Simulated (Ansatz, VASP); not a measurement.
Al36H in VASP and in Ansatz

The input INCAR:

```
SYSTEM = Al36H
PREC = Accurate
ENCUT = 520
EDIFF = 1E-6
ISMEAR = 0
SIGMA = 0.1
LREAL = Auto
LASPH = .True.
NELM = 100
ALGO = Normal
ISIF = 2
LWAVE = .False.
LCHARG = .False.
LDIPOL = .True.
IDIPOL = 3
DIPOL = 0.5 0.5 0.377
GGA = PE
IVDW = 12
NBANDS = 78
```

The input KPOINTS:

```
regular mesh
0
Gamma
  6 6 1
  0 0 0
```

POSCAR

```
Al36H
1.0
    5.6288445219      0.0000000000      0.0000000000
   -2.8144222609      4.8747223499      0.0000000000
    0.0000000000      0.0000000000     35.9073562080
Al H
36 1
Direct
    0.1666666667      0.3333333333      0.1113977865
    0.1666666667      0.8333333333      0.1113977865
    0.6666666667      0.3333333333      0.1113977865
    0.6666666667      0.8333333333      0.1113977865
    0.0000000000      0.0000000000      0.1757372983
    0.0000000000      0.5000000000      0.1757372983
    0.5000000000      0.0000000000      0.1757372983
    0.5000000000      0.5000000000      0.1757372983
    0.3333333333      0.1666666667      0.2400768102
    0.3333333333      0.6666666667      0.2400768102
    0.8333333333      0.1666666667      0.2400768102
    0.8333333333      0.6666666667      0.2400768102
    0.0000000000      0.0000000000      0.3044163221
    0.0000000000      0.5000000000      0.3044163221
    0.5000000000      0.0000000000      0.3044163221
    0.5000000000      0.5000000000      0.3044163221
    0.1666666667      0.3333333333      0.3682539347
    0.1666666667      0.8333333333      0.3682539347
    0.6666666667      0.3333333333      0.3682539347
    0.6666666667      0.8333333333      0.3682539347
    0.0000000000      0.0000000000      0.4320699059
    0.0000000000      0.5000000000      0.4320699059
    0.5000000000      0.0000000000      0.4320699059
    0.5000000000      0.5000000000      0.4320699059
    0.3333333333      0.1666666667      0.4967844642
    0.3333333333      0.6666666667      0.4967844642
    0.8333333333      0.1666666667      0.4967844642
    0.8333333333      0.6666666667      0.4967844642
    0.0000000000      0.0000000000      0.5611166564
    0.0000000000      0.5000000000      0.5611166564
    0.5000000000      0.0000000000      0.5611166564
    0.5000000000      0.5000000000      0.5611166564
    0.1666666667      0.3333333333      0.6268174153
    0.1666666667      0.8333333333      0.6268174153
    0.6666666667      0.3333333333      0.6268174153
    0.6666666667      0.8333333333      0.6268174153
    0.1666666667      0.3333333333      0.6964410318
```

Input for Ansatz:

```yaml
crystal:
  lattice:
    - [5.6288445219, 0.0, 0.0]
    - [-2.8144222609, 4.8747223499, 0.0]
    - [0.0, 0.0, 35.907356208]
  atoms:
    - { symbol: Al, position: [0.1666666667, 0.3333333333, 0.1113977865] }
    - { symbol: Al, position: [0.1666666667, 0.8333333333, 0.1113977865] }
    - { symbol: Al, position: [0.6666666667, 0.3333333333, 0.1113977865] }
    - { symbol: Al, position: [0.6666666667, 0.8333333333, 0.1113977865] }
    - { symbol: Al, position: [0.0, 0.0, 0.1757372983] }
    - { symbol: Al, position: [0.0, 0.5, 0.1757372983] }
    - { symbol: Al, position: [0.5, 0.0, 0.1757372983] }
    - { symbol: Al, position: [0.5, 0.5, 0.1757372983] }
    - { symbol: Al, position: [0.3333333333, 0.1666666667, 0.2400768102] }
    - { symbol: Al, position: [0.3333333333, 0.6666666667, 0.2400768102] }
    - { symbol: Al, position: [0.8333333333, 0.1666666667, 0.2400768102] }
    - { symbol: Al, position: [0.8333333333, 0.6666666667, 0.2400768102] }
    - { symbol: Al, position: [0.0, 0.0, 0.3044163221] }
    - { symbol: Al, position: [0.0, 0.5, 0.3044163221] }
    - { symbol: Al, position: [0.5, 0.0, 0.3044163221] }
    - { symbol: Al, position: [0.5, 0.5, 0.3044163221] }
    - { symbol: Al, position: [0.1666666667, 0.3333333333, 0.3682539347] }
    - { symbol: Al, position: [0.1666666667, 0.8333333333, 0.3682539347] }
    - { symbol: Al, position: [0.6666666667, 0.3333333333, 0.3682539347] }
    - { symbol: Al, position: [0.6666666667, 0.8333333333, 0.3682539347] }
    - { symbol: Al, position: [0.0, 0.0, 0.4320699059] }
    - { symbol: Al, position: [0.0, 0.5, 0.4320699059] }
    - { symbol: Al, position: [0.5, 0.0, 0.4320699059] }
    - { symbol: Al, position: [0.5, 0.5, 0.4320699059] }
    - { symbol: Al, position: [0.3333333333, 0.1666666667, 0.4967844642] }
    - { symbol: Al, position: [0.3333333333, 0.6666666667, 0.4967844642] }
    - { symbol: Al, position: [0.8333333333, 0.1666666667, 0.4967844642] }
    - { symbol: Al, position: [0.8333333333, 0.6666666667, 0.4967844642] }
    - { symbol: Al, position: [0.0, 0.0, 0.5611166564] }
    - { symbol: Al, position: [0.0, 0.5, 0.5611166564] }
    - { symbol: Al, position: [0.5, 0.0, 0.5611166564] }
    - { symbol: Al, position: [0.5, 0.5, 0.5611166564] }
    - { symbol: Al, position: [0.1666666667, 0.3333333333, 0.6268174153] }
    - { symbol: Al, position: [0.1666666667, 0.8333333333, 0.6268174153] }
    - { symbol: Al, position: [0.6666666667, 0.3333333333, 0.6268174153] }
    - { symbol: Al, position: [0.6666666667, 0.8333333333, 0.6268174153] }
    - { symbol: H, position: [0.1666666667, 0.3333333333, 0.6964410318] }
basis:
  ecutwfc: 420
kpoints:
  mp_grid: { grid: [6, 6, 1] }
hamiltonian:
  xc: pbe
  pseudopotentials: { kind: paw, azcp: { folder: soft_1 } }
  dispersion: d3bj
scf:
  occupations: { method: gaussian, width: 0.1 }
output:
  forces: true
  eigenvalues: true
efield:
  axis: 3
  dipole_correction: true
  ramp_width: 0.04
```

Alike in both runs: task single point; functional PBE; dispersion D3(BJ); k mesh 6 × 6 × 1; occupations gaussian, width 0.1 eV; no spin polarisation.

|  | VASP | Ansatz |
| --- | --- | --- |
| version | VASP 6.6.1 | Ansatz 0.2.0 |
| potentials or method | VASP PAW PBE potentials, release 64 (Al, H), cutoff 520 eV | scalar-relativistic, plane waves, PAW |
| valence electrons in the cell | 109 | 109 |

|  | VASP | Ansatz | Ansatz less VASP |
| --- | --- | --- | --- |
| gap on the k mesh at the Fermi level (eV) | none | none | - |
| rms of the force components (eV/Å) | 0.224 | 0.224 | -0.0001 |

Atom by atom the forces differ by 0.001 eV/Å (rms over components). A gap of «none» marks a metal or a gap that the smearing closes.
